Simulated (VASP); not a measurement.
# Al4Te (Im-3m) in VASP: a series of runs

The runs below take Al4Te through single point, relaxation of cell and atoms, with PBE.

All numbers are computed with VASP 6.6.1; they aren't measurements. Logs are shortened: lines on timing, memory, paths and dates and some standing lists are left out, and cuts for length are marked.

## (1) The cell of the first run

It takes space group Im-3m (No. 229, cubic). The conventional cell has a = 5.710 Å, b = 5.710 Å, c = 5.710 Å, α = 90.00°, β = 90.00°, γ = 90.00°. Al (site symmetry -3m) has 2 Te at 2.47 Å and 6 Al at 2.85 Å within 3.3 Å. Te (site symmetry m-3m) has 8 Al at 2.47 Å within 3.3 Å.

The cell was generated, and may not be a known phase.

## (2) Single point, PBE

Contents of INCAR:

```
SYSTEM = Al4Te
  ALGO = Normal
  EDIFF = 1E-6
  ENCUT = 520
  GGA = PE
  ISIF = 2
  ISMEAR = 0
  LASPH = .True.
  LCHARG = .False.
  LREAL = .False.
  LWAVE = .False.
  NBANDS = 17
  NELM = 80
  PREC = Accurate
  SIGMA = 0.1
```

Contents of KPOINTS:

```
k-points
0
Gamma
  4 4 4
  0 0 0
```

Contents of POSCAR:

```
Al4Te
1.0
   -2.8549916000      2.8549916000      2.8549916000
    2.8549916000     -2.8549916000      2.8549916000
    2.8549916000      2.8549916000     -2.8549916000
Al Te
4 1
Direct
    0.5000000000      0.5000000000      0.5000000000
    0.5000000000      0.0000000000      0.0000000000
    0.0000000000      0.0000000000      0.5000000000
    0.0000000000      0.5000000000      0.0000000000
    0.0000000000      0.0000000000      0.0000000000
```

Potentials or basis: VASP PAW PBE potentials, release 64 (Al, Te).

Started as:

```sh
$ cat potpaw_PBE.64/Al/POTCAR potpaw_PBE.64/Te/POTCAR > POTCAR
$ mpirun -np 1 vasp_std > vasp.out
```

OUTCAR:

```text
SYSTEM = Al4Te
   EDIFF = 1E-6
   ENCUT = 520
   GGA = PE
   ISIF = 2
   ISMEAR = 0
   LASPH = .True.
   LREAL = .False.
   NELM = 80
   PREC = Accurate

 ion  position               nearest neighbor table
   1  0.500  0.500  0.500-   5 2.47   5 2.47   4 2.85   2 2.85   2 2.85   4 2.85   3 2.85   3 2.85

   2  0.500  0.000  0.000-   5 2.47   5 2.47   4 2.85   1 2.85   1 2.85   3 2.85   3 2.85   4 2.85

   3  0.000  0.000  0.500-   5 2.47   5 2.47   4 2.85   1 2.85   2 2.85   4 2.85   2 2.85   1 2.85

   4  0.000  0.500  0.000-   5 2.47   5 2.47   3 2.85   1 2.85   2 2.85   3 2.85   1 2.85   2 2.85

   5  0.000  0.000  0.000-   1 2.47   2 2.47   3 2.47   4 2.47   3 2.47   4 2.47   2 2.47   1 2.47

  LATTYP: Found a body centered cubic cell.
 ALAT       =     5.7099832000

  Lattice vectors:

 A1 = (  -2.8549916000,   2.8549916000,   2.8549916000)
 A2 = (   2.8549916000,  -2.8549916000,   2.8549916000)
 A3 = (   2.8549916000,   2.8549916000,  -2.8549916000)

Analysis of symmetry for initial positions (statically):
=====================================================================
 Subroutine PRICEL returns:
 Original cell was already a primitive cell.

 Routine SETGRP: Setting up the symmetry group for a
 body centered cubic supercell.

 Subroutine GETGRP returns: Found 48 space group operations
 (whereof 48 operations were pure point group operations)
 out of a pool of 48 trial point group operations.

The static configuration has the point symmetry O_h .

Analysis of symmetry for dynamics (positions and initial velocities):
=====================================================================
 Subroutine PRICEL returns:
 Original cell was already a primitive cell.

 Routine SETGRP: Setting up the symmetry group for a
 body centered cubic supercell.

 Subroutine GETGRP returns: Found 48 space group operations
 (whereof 48 operations were pure point group operations)
 out of a pool of 48 trial point group operations.

The dynamic configuration has the point symmetry O_h .

 Subroutine INISYM returns: Found 48 space group operations
 (whereof 48 operations are pure point group operations),
 and found     1 'primitive' translations

----------------------------------------------------------------------------------------

                                     Primitive cell

  volume of cell :      93.0839

[... 80 lines left out ...]
   NSW    =      0    number of steps for IOM
   IBRION =     -1    ionic relax: 0-MD 1-quasi-New 2-CG
   NFREE  =      0    steps in history (QN), initial steepest desc. (CG)
   ISIF   =      2    stress and relaxation
   ISYM   =      2    0-nonsym 1-usesym 2-fastsym
   POTIM  = 0.5000    time-step for ionic-motion
   TEBEG  =    0.0;   TEEND  =   0.0 temperature during run
   PSTRESS=    0.0 pullay stress
   NELECT =      18.0000    total number of electrons
   NUPDOWN=      -1.0000    fix difference up-down
   EMIN   =  10.00;   EMAX   =-10.00  energy-range for DOS
   EFERMI =   0.00;   METHOD = LEGACY
   ISMEAR =     0;   SIGMA  =   0.10  broadening in eV -4-tet -1-fermi 0-gaus
   EFERMI_NEDOS =   21; number of points for ismear=-14 and -15
   IALGO  =     38    algorithm
   IMIX   =      4    mixing-type and parameters
     AMIX     =   0.40;   BMIX     =  1.00
     AMIX_MAG =   1.60;   BMIX_MAG =  1.00
  volume/ion in A,a.u.               =      18.62       125.63
  Fermi-wavevector in a.u.,A,eV,Ry     =   0.946689  1.788984 12.193824  0.896221
  Thomas-Fermi vector in A             =   2.074711
   LORBIT       =      0    0 simple, 1 ext, 2 COOP (PROOUT), +10 PAW based schemes
   GGA     = PE    functional components
   LHFCALC =     F    Hartree Fock is set to
   AEXX    =    0.0000 exact exchange contribution
   IVDW    =     0    specifies the selected vdW correction
   LEPSILON=     F    determine dielectric tensor
   LRPA    =     F    only Hartree local field effects (RPA)
 non-spin polarized calculation
 Gauss-broadening in eV      SIGMA  =   0.10
  energy-cutoff  :      520.00
  volume of cell :       93.08
 maximum number of plane-waves:      2528
 NGX is ok and might be reduce to    40
   NGX = 19   NGY = 19   NGZ = 19

 number of electron      18.0000000 magnetization

 Free energy of the ion-electron system (eV)
  ---------------------------------------------------
  ext. energy  EPLUGINS =         0.00000000
  ---------------------------------------------------
  free energy    TOTEN  =       -12.17053545 eV

  energy without entropy =      -12.15984206  energy(sigma->0) =      -12.16518876

 E-fermi :   8.1551     XC(G=0): -10.0576

 val. band max:        8.1082201060   @ k =   0.5000   0.0000   0.0000
 cond. band min:       8.4747320420   @ k =   0.5000   0.0000   0.0000
 fundamental gap:      0.3665119360
 Fermi energy:         8.1551003682

 k-point     1 :       0.0000    0.0000    0.0000
  band No.  band energies     occupation
      1      -7.2088      2.00000
      2       1.3115      2.00000
      3       1.3115      2.00000
      4       1.3115      2.00000
      5       2.8457      2.00000
      6       5.7428      2.00000
[... 137 lines left out ...]
      4      -0.4711      2.00000
      5       3.8763      2.00000
      6       3.8763      2.00000
[... 9 lines left out ...]
     16      15.8248      0.00000
     17      15.8248      0.00000

------------------------ aborting loop because EDIFF is reached ----------------------------------------

  FORCE on cell =-STRESS in cart. coord.  units (eV):
  Direction    XX          YY          ZZ          XY          YZ          ZX
  --------------------------------------------------------------------------------------
  -------------------------------------------------------------------------------------
  Total       17.0374650     17.0374650     17.0374650      0.0000000      0.0000000      0.0000000
  in kB      293.2520544    293.2520544    293.2520544      0.0000000      0.0000000      0.0000000
  external PRESSURE =     293.2520544 kB  Pullay stress =       0.0000000 kB

 VOLUME and BASIS-vectors are now :
 -----------------------------------------------------------------------------
  energy-cutoff  :      520.00
  volume of cell :       93.08
      direct lattice vectors                 reciprocal lattice vectors
    -2.854991600  2.854991600  2.854991600     0.000000000  0.175131864  0.175131864
     2.854991600 -2.854991600  2.854991600     0.175131864  0.000000000  0.175131864
     2.854991600  2.854991600 -2.854991600     0.175131864  0.175131864  0.000000000

 POSITION                                       TOTAL-FORCE (eV/Angst)
 -----------------------------------------------------------------------------------
      1.42750      1.42750      1.42750         0.000000     -0.000000     -0.000000
     -1.42750      1.42750      1.42750         0.000000      0.000000     -0.000000
      1.42750      1.42750     -1.42750        -0.000000     -0.000000     -0.000000
      1.42750     -1.42750      1.42750         0.000000      0.000000      0.000000
      0.00000      0.00000      0.00000         0.000000      0.000000      0.000000
 -----------------------------------------------------------------------------------
    total drift:                               -0.000000      0.000000      0.000000

  FREE ENERGIE OF THE ION-ELECTRON SYSTEM (eV)
  ---------------------------------------------------
  free  energy   TOTEN  =       -12.1705354508 eV

  energy  without entropy=      -12.1598420634  energy(sigma->0) =      -12.16518876
```

OSZICAR:

```text
N       E                     dE             d eps       ncg     rms          rms(c)
DAV:   1     0.352439457359E+02    0.35244E+02   -0.64305E+03   272   0.842E+02
DAV:   2    -0.103283963623E+02   -0.45572E+02   -0.43113E+02   370   0.123E+02
DAV:   3    -0.122376403204E+02   -0.19092E+01   -0.18926E+01   353   0.229E+01
DAV:   4    -0.122627018063E+02   -0.25061E-01   -0.25055E-01   333   0.314E+00
DAV:   5    -0.122632850970E+02   -0.58329E-03   -0.58329E-03   381   0.476E-01    0.168E+01
DAV:   6    -0.122063590764E+02    0.56926E-01   -0.61198E-03   357   0.421E-01    0.102E+01
DAV:   7    -0.121704862402E+02    0.35873E-01   -0.14953E-02   319   0.618E-01    0.305E-01
DAV:   8    -0.121705301447E+02   -0.43904E-04   -0.97838E-04   374   0.178E-01    0.273E-01
DAV:   9    -0.121705324680E+02   -0.23233E-05   -0.85782E-05   336   0.478E-02    0.775E-02
DAV:  10    -0.121705342041E+02   -0.17361E-05   -0.85550E-06   341   0.149E-02    0.358E-02
DAV:  11    -0.121705359701E+02   -0.17659E-05   -0.16702E-06   267   0.670E-03    0.217E-02
DAV:  12    -0.121705354508E+02    0.51920E-06   -0.30701E-07   199   0.281E-03
   1 F= -.12170535E+02 E0= -.12165189E+02  d E =-.106934E-01
```

Wall time 10 s (1 thread of Intel Xeon Platinum 8488C (Sapphire Rapids), shared host); peak memory 0.23 GiB.

Results:

| Property | Result |
| --- | --- |
| Free energy | -12.1705 eV |
| Pressure | 29.3 GPa |
| Band gap on the k mesh | zero (bands 9 and 10 overlap by 1.95 eV) |

Levels at points of the mesh, in eV from the Fermi level:
```tsv
k point	band 6	band 7	band 8	band 9	band 10	band 11	band 12	band 13
(0.00, 0.00, 0.00)	-2.41	-2.41	-2.41	-1.05	-1.05	-1.05	1.14	1.14
(0.50, 0.00, 0.00)	-3.91	-0.70	-0.48	-0.05	0.32	1.65	2.94	3.07
(0.50, 0.50, 0.50)	-4.28	0.49	0.49	0.49	0.83	0.83	0.83	3.42
```

Caveat: the k points lie up to 0.39 Å⁻¹ apart, too coarse for converged energies and pressures of a metal; spin-orbit coupling is left out, which moves the levels of the heavy elements.

## (3) Single point, PBE

This run uses another cell than the first one, of 25.60 Å³/atom.

Contents of INCAR:

```
PREC = Accurate
ENCUT = 520
EDIFF = 1E-7
ISMEAR = 0
SIGMA = 0.1
LREAL = F
LASPH = T
NELM = 60
ALGO = Normal
ISIF = 2
LWAVE = F
LCHARG = T
GGA = PE
LELF = T
LVHAR = T
NBANDS = 17
```

Contents of KPOINTS:

```
regular mesh
0
Gamma
  4 4 4
```

Edit POSCAR of step 2 so:

```diff
@@ -2,5 +2,5 @@
 1.0
-   -2.8549916000      2.8549916000      2.8549916000
-    2.8549916000     -2.8549916000      2.8549916000
-    2.8549916000      2.8549916000     -2.8549916000
+   -3.1748052900      3.1748052900      3.1748052900
+    3.1748052900     -3.1748052900      3.1748052900
+    3.1748052900      3.1748052900     -3.1748052900
 Al Te
```

Potentials or basis: VASP PAW PBE potentials, release 64 (Al, Te).

Started as:

```sh
$ cat potpaw_PBE.64/Al/POTCAR potpaw_PBE.64/Te/POTCAR > POTCAR
$ mpirun -np 1 vasp_std > vasp.out
```

Run time: 16 s. Hardware: 1 thread of Intel Xeon Platinum 8488C (Sapphire Rapids), shared host; peak memory 0.24 GiB.

The run converged. Its results:

| Quantity | Value |
| --- | --- |
| Free energy | -14.5937 eV |
| Pressure | 0.3 GPa |
| Band gap on the k mesh | zero (bands 9 and 10 overlap by 1.68 eV) |

Levels at points of the mesh, in eV from the Fermi level:
```tsv
k point	band 6	band 7	band 8	band 9	band 10	band 11	band 12	band 13
(0.00, 0.00, 0.00)	-2.67	-2.67	-2.67	-0.54	-0.54	-0.54	1.99	1.99
(0.50, 0.00, 0.00)	-3.58	-0.38	-0.20	-0.15	0.68	1.20	1.46	2.15
(0.50, 0.50, 0.50)	-2.93	0.34	0.34	0.34	0.47	0.47	0.47	1.06
```

Caveat: spin-orbit coupling is left out, which moves the levels of the heavy elements.

## (4) Relaxation of cell and atoms, PBE

Contents of INCAR:

```
PREC     = Accurate       # precision mode
ENCUT    = 600            # plane-wave cutoff, eV
EDIFF    = 1E-6           # SCF threshold, eV
ISMEAR   = 0              # smearing method
SIGMA    = 0.1            # smearing width, eV
LREAL    = False          # projectors in reciprocal space
LASPH    = True           # aspherical terms in the spheres
NELM     = 80             # most SCF steps
ALGO     = Normal         # electronic algorithm
ISIF     = 3              # what is computed and relaxed
LWAVE    = False          # write WAVECAR
LCHARG   = False          # write CHGCAR
GGA      = PE             # functional
IBRION   = 2              # ionic algorithm
NSW      = 90             # ionic steps
EDIFFG   = -0.04          # ionic threshold
```

KPOINTS is that of step 3.

Edit POSCAR of step 3 so:

```diff
@@ -2,5 +2,5 @@
 1.0
-   -3.1748052900      3.1748052900      3.1748052900
-    3.1748052900     -3.1748052900      3.1748052900
-    3.1748052900      3.1748052900     -3.1748052900
+   -2.8549916000      2.8549916000      2.8549916000
+    2.8549916000     -2.8549916000      2.8549916000
+    2.8549916000      2.8549916000     -2.8549916000
 Al Te
```

Started as:

```sh
$ cat potpaw_PBE.64/Al/POTCAR potpaw_PBE.64/Te/POTCAR > POTCAR
$ mpirun -np 1 vasp_std > vasp.out
```

It took 33 s on 1 thread of Intel Xeon Platinum 8488C (Sapphire Rapids), shared host; peak memory 0.24 GiB.

The run converged. Its results:

| Property | Result |
| --- | --- |
| Free energy | -14.5936 eV |
| Relaxed volume | 25.87 Å³/atom |
| Relaxed cell | a = 5.518 Å, b = 5.518 Å, c = 5.518 Å, α = 109.47°, β = 109.47°, γ = 109.47° |
| Space group after relaxing (to 0.1 Å) | Im-3m (No. 229) |
| Energy gained by relaxing | 484.5 meV/atom |
| Ionic steps | 4 |
| Pressure after relaxing | -0.1 GPa |
| Band gap on the k mesh | zero (bands 9 and 10 overlap by 1.68 eV) |

Step by step:
```csv
step,energy change (eV),largest force (eV/Å),pressure (GPa),volume (Å³)
1,0.0000,0.0000,29.33,93.08
2,-2.1832,0.0000,-3.67,146.95
3,-2.4216,0.0000,0.34,127.99
4,-2.4226,0.0000,-0.10,129.34
```

Final structure:
```
CELL_PARAMETERS angstrom
-3.18582 3.18582 3.18582
3.18582 -3.18582 3.18582
3.18582 3.18582 -3.18582
ATOMIC_POSITIONS crystal
Al 0.50000 0.50000 0.50000
Al 0.50000 0.00000 0.00000
Al 0.00000 0.00000 0.50000
Al 0.00000 0.50000 0.00000
Te 0.00000 0.00000 0.00000
```

Levels at points of the mesh, in eV from the Fermi level:
| k point | band 5 | band 6 | band 7 | band 8 | band 9 | band 10 | band 11 | band 12 | band 13 |
| --- | --- | --- | --- | --- | --- | --- | --- | --- | --- |
| (0.00, 0.00, 0.00) | -5.11 | -2.68 | -2.68 | -2.68 | -0.53 | -0.53 | -0.53 | 2.02 | 2.02 |
| (0.50, 0.00, 0.00) | -4.22 | -3.57 | -0.37 | -0.18 | -0.15 | 0.69 | 1.15 | 1.46 | 2.14 |
| (0.50, 0.50, 0.50) | -2.89 | -2.89 | 0.32 | 0.32 | 0.32 | 0.47 | 0.47 | 0.47 | 0.99 |

Caveat: the k points lie up to 0.35 Å⁻¹ apart in the final cell, too coarse for converged energies and pressures of a metal; the volume moved by over 15 % at a fixed basis, so the end points are rough; spin-orbit coupling is left out, which moves the levels of the heavy elements.

## (5) Single point, PBE

This run uses another cell than the first one, of 26.97 Å³/atom.

Contents of INCAR:

```
ALGO = Normal
EDIFF = 1E-6
ENCUT = 520
GGA = PE
ISIF = 2
ISMEAR = 0
LASPH = True
LCHARG = False
LREAL = False
LWAVE = False
NBANDS = 17
NELM = 100
PREC = Accurate
SIGMA = 0.1
```

Contents of KPOINTS:

```
k-points
0
Gamma
  8 8 8
```

Edit POSCAR of step 4 so:

```diff
@@ -2,5 +2,5 @@
 1.0
-   -2.8549916000      2.8549916000      2.8549916000
-    2.8549916000     -2.8549916000      2.8549916000
-    2.8549916000      2.8549916000     -2.8549916000
+   -3.2304004661      3.2304004661      3.2304004661
+    3.2304004661     -3.2304004661      3.2304004661
+    3.2304004661      3.2304004661     -3.2304004661
 Al Te
```

Started as:

```sh
$ cat potpaw_PBE.64/Al/POTCAR potpaw_PBE.64/Te/POTCAR > POTCAR
$ mpirun -np 1 vasp_std > vasp.out
```

Run time: 32 s. Hardware: 1 thread of Intel Xeon Platinum 8488C (Sapphire Rapids), shared host; peak memory 0.27 GiB.

Results (log left out):

```
Free energy            : -14.5385 eV
Pressure               : 0.1 GPa
Band gap on the k mesh : zero (bands 9 and 10 overlap by 1.84 eV)
```

Levels at points of the mesh, in eV from the Fermi level:
```
           k point  band 5  band 6  band 7  band 8  band 9  band 10  band 11  band 12  band 13  band 14
(0.00, 0.00, 0.00)   -5.21   -2.82   -2.82   -2.82   -0.64    -0.64    -0.64     1.98     1.98     4.00
(0.50, 0.00, 0.00)   -4.32   -3.66   -0.45   -0.29   -0.29     0.59     0.87     1.38     1.99     2.01
(0.50, 0.50, 0.50)   -2.90   -2.90    0.18    0.18    0.18     0.38     0.38     0.38     0.63     2.25
```

Caveat: spin-orbit coupling is left out, which moves the levels of the heavy elements.

## (6) Relaxation of cell and atoms, PBE

This run uses another cell than the first one, of 25.60 Å³/atom.

Contents of INCAR:

```
SYSTEM = Al4Te
  PREC = Accurate
  ENCUT = 600
  EDIFF = 1E-6
  ISMEAR = 0
  SIGMA = 0.1
  LREAL = .FALSE.
  LASPH = .TRUE.
  NELM = 60
  ALGO = Normal
  ISIF = 3
  LWAVE = .FALSE.
  LCHARG = .FALSE.
  GGA = PE
  IBRION = 2
  NSW = 100
  EDIFFG = -0.01
```

Contents of KPOINTS:

```
Automatic mesh
0
G
  8 8 8
  0 0 0
```

Edit POSCAR of step 5 so:

```diff
@@ -2,5 +2,5 @@
 1.0
-   -3.2304004661      3.2304004661      3.2304004661
-    3.2304004661     -3.2304004661      3.2304004661
-    3.2304004661      3.2304004661     -3.2304004661
+   -3.1748052900      3.1748052900      3.1748052900
+    3.1748052900     -3.1748052900      3.1748052900
+    3.1748052900      3.1748052900     -3.1748052900
 Al Te
```

Potentials or basis: VASP PAW PBE potentials, release 64 (Al, Te).

Started as:

```sh
$ cat potpaw_PBE.64/Al/POTCAR potpaw_PBE.64/Te/POTCAR > POTCAR
$ mpirun -np 1 vasp_std > vasp.out
```

Wall time 85 s (1 thread of Intel Xeon Platinum 8488C (Sapphire Rapids), shared host); peak memory 0.35 GiB.

The run converged. Its results:

```yaml
Free_energy: -14.5385 eV
Relaxed_volume: 27.01 Å³/atom
Relaxed_cell: a = 5.598 Å, b = 5.598 Å, c = 5.598 Å, α = 109.47°, β = 109.47°, γ = 109.47°
Space_group_after_relaxing_to_0.1_Å: Im-3m (No. 229)
Energy_gained_by_relaxing: 8.7 meV/atom
Ionic_steps: 3
Pressure_after_relaxing: 0.0 GPa
Band_gap_on_the_k_mesh: zero (bands 9 and 10 overlap by 1.84 eV)
```

The path:
| step | energy change (eV) | largest force (eV/Å) | pressure (GPa) | volume (Å³) |
| --- | --- | --- | --- | --- |
| 1 | 0.0000 | 0.0000 | 2.12 | 128.00 |
| 2 | -0.0434 | 0.0000 | 0.16 | 134.38 |
| 3 | -0.0437 | 0.0000 | 0.00 | 135.03 |

Final structure:
```xyz
5
Lattice="-3.2319 3.2319 3.2319 3.2319 -3.2319 3.2319 3.2319 3.2319 -3.2319" Properties=species:S:1:pos:R:3 pbc="T T T"
Al    1.6159    1.6159    1.6159
Al   -1.6159    1.6159    1.6159
Al    1.6159    1.6159   -1.6159
Al    1.6159   -1.6159    1.6159
Te    0.0000    0.0000    0.0000
```

Levels at points of the mesh, in eV from the Fermi level:
| k point | band 6 | band 7 | band 8 | band 9 | band 10 | band 11 | band 12 | band 13 |
| --- | --- | --- | --- | --- | --- | --- | --- | --- |
| (0.00, 0.00, 0.00) | -2.82 | -2.82 | -2.82 | -0.63 | -0.63 | -0.63 | 1.98 | 1.98 |
| (0.50, 0.00, 0.00) | -3.66 | -0.45 | -0.29 | -0.29 | 0.59 | 0.86 | 1.38 | 2.00 |
| (0.50, 0.50, 0.50) | -2.89 | 0.18 | 0.18 | 0.18 | 0.38 | 0.38 | 0.38 | 0.62 |

Caveat: spin-orbit coupling is left out, which moves the levels of the heavy elements.

## (7) Summary

| task | cell | k mesh | cutoff (eV) | gap on the mesh (eV) | pressure (GPa) | relaxed volume (Å³/atom) |
| --- | --- | --- | --- | --- | --- | --- |
| single point | a = 4.945 Å, angles 109.5°, 5 atoms | 4 × 4 × 4 | 520 | none | 29.3 | - |
| single point | a = 5.499 Å, angles 109.5°, 5 atoms | 4 × 4 × 4 | 520 | none | 0.3 | - |
| relaxation of cell and atoms | relaxed from a = 4.945 Å, angles 109.5°, 5 atoms | 4 × 4 × 4 | 600 | none | -0.1 | 25.87 |
| single point | a = 5.595 Å, angles 109.5°, 5 atoms | 8 × 8 × 8 | 520 | none | 0.1 | - |
| relaxation of cell and atoms | relaxed from a = 5.499 Å, angles 109.5°, 5 atoms | 8 × 8 × 8 | 600 | none | 0.0 | 27.01 |

Alike in all rows: level PBE; potentials or basis VASP PAW PBE potentials, release 64 (Al, Te); no spin polarisation; smearing gaussian 0.1 eV.

Caveats: some runs use coarse meshes; spin-orbit coupling is left out, which moves the levels of the heavy elements; the volume moved by over 15 % at a fixed basis, so the end points are rough (at least some runs).

Absolute energies hang on the potentials; compare differences alone.

The gap in the log of VASP goes by the Fermi energy; the results here count the filled bands.